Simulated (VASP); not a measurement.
Runs of VASP 6.6.1 on BN. The structure is that of space group P6_3mc (No. 186), or close to it. The cells are those of the table. 

```csv
task,cell,cutoff (eV),gap on the mesh (eV),pressure (GPa)
relaxation of shape and atoms at fixed volume,"relaxed from a = 2.571, b = 2.571, c = 4.253 Å, angles 90.0, 90.0, 120.0°, 4 atoms",600,5.97,-13.4
single point,"a = 2.532, b = 2.532, c = 4.189 Å, angles 90.0, 90.0, 120.0°, 4 atoms",520,5.90,3.8
single point,"a = 2.468, b = 2.468, c = 4.085 Å, angles 90.0, 90.0, 120.0°, 4 atoms",520,5.75,39.9
relaxation of shape and atoms at fixed volume,"relaxed from a = 2.532, b = 2.532, c = 4.189 Å, angles 90.0, 90.0, 120.0°, 4 atoms",600,5.89,3.9
relaxation of shape and atoms at fixed volume,"relaxed from a = 2.538, b = 2.538, c = 4.198 Å, angles 90.0, 90.0, 120.0°, 4 atoms",600,5.90,1.2
single point,"a = 2.572, b = 2.572, c = 4.253 Å, angles 90.0, 90.0, 120.0°, 4 atoms",520,5.97,(a)
single point,"a = 2.431, b = 2.431, c = 4.026 Å, angles 90.0, 90.0, 120.0°, 4 atoms",520,5.64,65.5
relaxation of shape and atoms at fixed volume,"relaxed from a = 2.468, b = 2.468, c = 4.084 Å, angles 90.0, 90.0, 120.0°, 4 atoms",600,(b),39.9
```

Alike in all rows: level r2SCAN+D3(BJ); potentials or basis VASP PAW PBE potentials, release 64 (B, N); no spin polarisation; k mesh 10 × 10 × 6; smearing gaussian 0.05 eV.

Task: Estimate the missing entries.

Result: (a) -13.5; (b) 5.74.

Caveats: the PAW data sets were made with another functional, which shifts forces and pressure a little; the relaxation stopped at its first step, so nothing moved (some runs).

A k mesh can miss the band edges.
